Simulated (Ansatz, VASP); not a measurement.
## LiH: VASP beside Ansatz

```xyz
2
Lattice="0.0000 2.0086 2.0086 2.0086 0.0000 2.0086 2.0086 2.0086 0.0000" Properties=species:S:1:pos:R:3 pbc="T T T"
Li    0.0000    0.0000    0.0000
H     2.0086    2.0086    2.0086
```

Alike in both runs: task relaxation of cell and atoms; functional LDA; k mesh 10 × 10 × 10; occupations gaussian, width 0.02 eV; no spin polarisation.

|  | VASP | Ansatz |
| --- | --- | --- |
| version | VASP 6.6.1 | Ansatz 0.2.0 |
| potentials or method | VASP PAW LDA potentials, release 64 (Li_sv, H), cutoff 750 eV | scalar-relativistic, plane waves, PAW |
| valence electrons in the cell | 4 | 4 |

|  | VASP | Ansatz | Ansatz less VASP |
| --- | --- | --- | --- |
| gap on the k mesh at the Fermi level, each at its own relaxed structure (eV) | 2.53 | 2.54 | +0.008 |
| relaxed volume (Å³/atom) | 7.44 | 7.46 | +0.023 |
| relaxed length of the cell vector where the two differ most in proportion (Å) | 2.761 | 2.764 | +0.0029 |

Ansatz warns that its potentials were made for another functional, while VASP's fit it. LDA's correlation is that of Perdew and Zunger in VASP and of Perdew and Wang (1992) in Ansatz.
